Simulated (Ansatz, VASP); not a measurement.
## Cd3Se2S in VASP and in Ansatz

```
Cd Se S
1.0
     4.32589    0.00000    0.00000
    -2.16295    3.74633    0.00000
     0.00000    0.00000   10.59309
Cd Se S
3 2 1
Direct
  0.00000 0.00000 0.00003
  0.66667 0.33333 0.34213
  0.33333 0.66667 0.65776
  0.66667 0.33333 0.08825
  0.00000 0.00000 0.74661
  0.33333 0.66667 0.41522
```

Alike in both runs: functional PBE; k mesh 6 × 6 × 2; occupations gaussian, width 0.1 eV; no spin polarisation.

Ansatz relaxed the structure, and its values are those at the end. VASP's run is a single point on that final structure, the one shown.

|  | VASP | Ansatz |
| --- | --- | --- |
| version | VASP 6.6.1 | Ansatz 0.2.0 |
| potentials or method | VASP PAW PBE potentials, release 64 (Cd, Se, S), cutoff 520 eV | scalar-relativistic, plane waves, PAW |
| valence electrons in the cell | 54 | 98 |

|  | VASP | Ansatz | Ansatz less VASP |
| --- | --- | --- | --- |
| gap on the k mesh at the Fermi level (eV) | 0.55 | 0.55 | +0.001 |
| least direct gap on the mesh (eV) | 0.55 | 0.55 | +0.001 |
| pressure (GPa) | 0.0 | -0.2 | -0.26 |
| rms of the force components (eV/Å) | 0.012 | 0.010 | -0.0018 |

With one functional, cell and mesh, what is left measures potentials, basis and numerics. VASP's potentials hold 54 valence electrons a cell and Ansatz's 98, so a difference there can come from the potentials and not from the codes.
